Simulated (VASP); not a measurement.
A run of VASP 6.6.1:

Contents of INCAR:

```
  ALGO = Normal
  EDIFF = 1E-6
  ENCUT = 520
  GGA = PE
  ISIF = 2
  ISMEAR = 0
  LASPH = T
  LCHARG = F
  LREAL = F
  LWAVE = F
  NBANDS = 16
  NELM = 100
  PREC = Accurate
  SIGMA = 0.15
```

The input KPOINTS:

```
k-points
0
Gamma
  18 18 6
```

File POSCAR:

```
C
1.0
    1.2332770792     -2.1360444277      0.0000000000
    1.2332770792      2.1360444277      0.0000000000
    0.0000000000      0.0000000000      8.7070252276
C
4
Direct
    0.1832841016      0.8167158984      0.7699216176
    0.4833818924      0.5166181076      0.2300778506
    0.8167158984      0.1832841016      0.2300783824
    0.5166181076      0.4833818924      0.7699221494
```

Potentials or basis: VASP PAW PBE potentials, release 64 (C).

Command:

```bash
$ cat potpaw_PBE.64/C/POTCAR > POTCAR
$ mpirun -np 1 vasp_std > vasp.out
```

Hardware: 1 thread of Intel Xeon 8259CL, with other jobs on the host.

Question: Estimate the wall time of this run.

Answer: It took 8.2 min on 1 thread of Intel Xeon 8259CL, on a shared host, peak memory 0.37 GiB. Counts: scf iterations 13, k points 524.
